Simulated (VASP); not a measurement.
A run of VASP 6.6.1 is set up as follows.

Contents of INCAR:

```
SYSTEM = Al2O3
PREC = Accurate
ENCUT = 520
EDIFF = 1E-7
ISMEAR = 0
SIGMA = 0.05
LREAL = .FALSE.
LASPH = .TRUE.
NELM = 80
ALGO = Normal
ISIF = 2
LWAVE = .FALSE.
LCHARG = .FALSE.
NBANDS = 20
```

File KPOINTS:

```
Automatic mesh
0
G
  12 12 4
  0 0 0
```

File POSCAR:

```
Al2O3
1.0
    3.0174825440      0.0000000000      0.0000000000
   -1.5087412720      2.6132165386      0.0000000000
    0.0000000000      0.0000000000      7.5746360022
Al O
2 3
Direct
    0.0000000000      0.0000000000      0.2779510000
    0.0000000000      0.0000000000      0.7220490000
    0.3333333333      0.6666666667      0.1994540000
    0.6666666667      0.3333333333      0.8005460000
    0.0000000000      0.0000000000      0.5000000000
```

Potentials or basis: VASP PAW LDA potentials, release 64 (Al, O).

The run is started by

```sh
$ cat potpaw_LDA.64/Al/POTCAR potpaw_LDA.64/O/POTCAR > POTCAR
$ mpirun -np 1 vasp_std > vasp.out
```

(1) What does it give for the pressure?

(2) Predict the band gap on the k mesh.

## Answers

(1) -7.6 GPa.

(2) 2.19 eV, direct.
